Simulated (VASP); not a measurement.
Write the native input for VASP 6.6.1 that does the following.

| Quantity | Value |
| --- | --- |
| Task | relaxation of cell and atoms |
| Functional | PBEsol |
| Potentials or basis | VASP PAW PBE potentials, release 64 (Ru_pv) |
| Cutoff | 600 eV |
| k mesh | 18 × 18 × 6 |
| Occupations | gaussian, width 0.1 eV |
| Spin | no spin polarisation |
| Dipole correction | no |
| Further INCAR settings | ALGO = Fast; EDIFF = 1e-06; IBRION = 2; EDIFFG = -0.01; NSW = 80; ISIF = 3 |

The structure of Ru lies in POSCAR:

```
Ru
1.0
    2.6675830602      0.0000000000      0.0000000000
   -1.3337915301      2.3101946969      0.0000000000
    0.0000000000      0.0000000000      8.6647470537
Ru
4
Direct
    0.0000000000      0.0000000000      0.0000000000
    0.3333333333      0.6666666667      0.2500000000
    0.0000000000      0.0000000000      0.5000000000
    0.6666666667      0.3333333333      0.7500000000
```

The input as run:

INCAR

```
ALGO = Fast
EDIFF = 1E-6
EDIFFG = -0.01
ENCUT = 600
GGA = PS
IBRION = 2
ISIF = 3
ISMEAR = 0
LASPH = True
LCHARG = False
LREAL = False
LWAVE = False
NELM = 100
NSW = 80
PREC = Accurate
SIGMA = 0.1
```

KPOINTS

```
k-points
0
Gamma
  18 18 6
```

Potentials or basis: VASP PAW PBE potentials, release 64 (Ru_pv).

Launch:

```sh
$ cat potpaw_PBE.64/Ru_pv/POTCAR > POTCAR
$ mpirun -np 1 vasp_std > vasp.out
```

Results of the run:

| Item | Value |
| --- | --- |
| Relaxed volume | 13.36 Å³/atom |
| Relaxed cell | a = 2.676 Å, b = 2.676 Å, c = 8.618 Å, α = 90.00°, β = 90.00°, γ = 120.00° |
| Space group after relaxing (to 0.1 Å) | P6_3/mmc (No. 194) |
| Energy gained by relaxing | 1.0 meV/atom |
| Ionic steps | 5 |
| Pressure after relaxing | -0.1 GPa |
| Band gap on the k mesh | zero (bands 28 and 29 overlap by 3.05 eV) |

Caveat: the PAW data sets were made with another functional, which shifts forces and pressure a little.

It took 22 min on 1 thread of Intel Xeon 8259CL, on a shared host, peak memory 0.37 GiB.
